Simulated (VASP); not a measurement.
BN, 2 atoms in the cell. It takes space group R3m (No. 160, trigonal). The conventional cell has a = 2.502 Å, b = 2.502 Å, c = 10.119 Å, α = 90.00°, β = 90.00°, γ = 120.00°. B (site symmetry 3m) has 3 N at 1.44 Å within 1.9 Å. Within 1.9 Å of N (site symmetry 3m) lie 3 B at 1.44 Å. 

```yaml
Program: VASP 6.6.1
Task: single point
Functional: PBEsol
Potentials_or_basis: VASP PAW PBE potentials, release 64 (B, N)
Cutoff: 520 eV
k_mesh: 10 × 10 × 10
Occupations: gaussian, width 0.01 eV
Spin: no spin polarisation
Dipole_correction: no
Further_INCAR_settings: ALGO = Normal; EDIFF = 1e-06; NBANDS = 11
```

Potentials or basis: VASP PAW PBE potentials, release 64 (B, N).

Launch:

```console
$ cat potpaw_PBE.64/B/POTCAR potpaw_PBE.64/N/POTCAR > POTCAR
$ mpirun -np 1 vasp_std > vasp.out
```

Hardware: 1 thread of Intel(R) Xeon(R) 6975P-C (Granite Rapids), with other jobs on the host.

How long does it take, and how much memory?

Run time: 15 s on 1 thread of Intel(R) Xeon(R) 6975P-C (Granite Rapids), with other jobs on the host, peak memory 0.16 GiB. Counts: scf iterations 12, k points 116.
